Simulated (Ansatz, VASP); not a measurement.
# One calculation of Mg, two programs

```
CELL_PARAMETERS angstrom
3.17926 0.00000 0.00000
-1.58963 2.75332 0.00000
0.00000 0.00000 5.15689
ATOMIC_POSITIONS crystal
Mg 0.33333 0.66667 0.25000
Mg 0.66667 0.33333 0.75000
```

Alike in both runs: task single point; functional r2SCAN; k mesh 11 × 11 × 6; occupations fermi-dirac, width 0.01 eV; no spin polarisation.

```csv
,VASP,Ansatz
version,VASP 6.6.1,Ansatz 0.2.0
potentials or method,"VASP PAW PBE potentials, release 64 (Mg), cutoff 520 eV","plane waves (500 eV) with PAW, scalar-relativistic"
valence electrons in the cell,4,20
```

```tsv
	VASP	Ansatz	Ansatz less VASP
pressure (GPa)	-0.2	0.0	+0.28
```

VASP's potentials were made for PBE, not for r2SCAN. With one functional, cell and mesh, what is left measures potentials, basis and numerics. VASP's potentials hold 4 valence electrons a cell and Ansatz's 20, so a difference there can come from the potentials and not from the codes.
